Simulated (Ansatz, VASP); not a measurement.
## One calculation of MnO, two programs

File INCAR:

```
SYSTEM = MnO
PREC = Accurate
ENCUT = 600
EDIFF = 1E-6
ISMEAR = 0
SIGMA = 0.05
LREAL = .False.
LASPH = .True.
NELM = 200
ALGO = Normal
ISIF = 2
LWAVE = .False.
LCHARG = .False.
ISPIN = 2
MAGMOM = 0.5 0
LORBIT = 11
LMAXMIX = 4
LDAU = .True.
LDAUTYPE = 2
LDAUL = 2 -1
LDAUU = 3.9 0
LDAUJ = 0 0
LDAUPRINT = 1
GGA = PE
NBANDS = 22
GGA_COMPAT = .False.
```

File KPOINTS:

```
regular mesh
0
Gamma
  5 5 5
  0 0 0
```

The input POSCAR:

```
MnO
1.0
    0.0000000000      2.2220003343      2.2220003343
    2.2220003343      0.0000000000      2.2220003343
    2.2220003343      2.2220003343      0.0000000000
Mn O
1 1
Direct
    0.0000000000      0.0000000000      0.0000000000
    0.5000000000      0.5000000000      0.5000000000
```

Input for Ansatz:

```yaml
crystal:
  lattice:
    - [0.0, 2.2220003343, 2.2220003343]
    - [2.2220003343, 0.0, 2.2220003343]
    - [2.2220003343, 2.2220003343, 0.0]
  atoms:
    - { symbol: Mn, position: [0.0, 0.0, 0.0], spin: 0.5 }
    - { symbol: O, position: [0.5, 0.5, 0.5] }
basis:
  ecutwfc: 420
  ecutrho_ratio: 4
kpoints:
  mp_grid: { grid: [5, 5, 5] }
hamiltonian:
  xc: pbe
  hubbard: { sites: [{ species: Mn, l: d, u_eff: 3.9 }] }
scf:
  occupations: { method: gaussian, width: 0.05 }
output:
  forces: true
  stress: true
  eigenvalues: true
  populations: true
  hubbard: { sites: [{ species: Mn, l: d }] }
magnetization:
  spin_polarized: true
```

Alike in both runs: task single point; functional PBE; k mesh 5 × 5 × 5; occupations gaussian, width 0.05 eV; collinear spin; Hubbard terms Mn d U = 3.9 eV.

```csv
,VASP,Ansatz
version,VASP 6.6.1,Ansatz 0.2.0
potentials or method,"VASP PAW PBE potentials, release 64 (Mn_sv, O), cutoff 600 eV","scalar-relativistic, plane waves, PAW"
valence electrons in the cell,21,21
```

|  | VASP | Ansatz | Ansatz less VASP |
| --- | --- | --- | --- |
| gap on the k mesh at the Fermi level (eV) | 0.35 | 0.32 | -0.030 |
| least direct gap on the mesh (eV) | 2.73 | 2.59 | -0.136 |
| pressure (GPa) | 5.3 | 9.5 | +4.26 |
| net moment per atom (μB) | 2.50 | 2.50 | +0.001 |
| size of the moment on the site where the two differ most (μB) | 4.49 | 4.28 | -0.217 |

Site moments also hang on the region over which each program counts them. The programs project onto different local orbitals, so the same U acts differently, and such runs can settle in different states.

The k mesh is coarse, so the values compare programs but aren't converged.
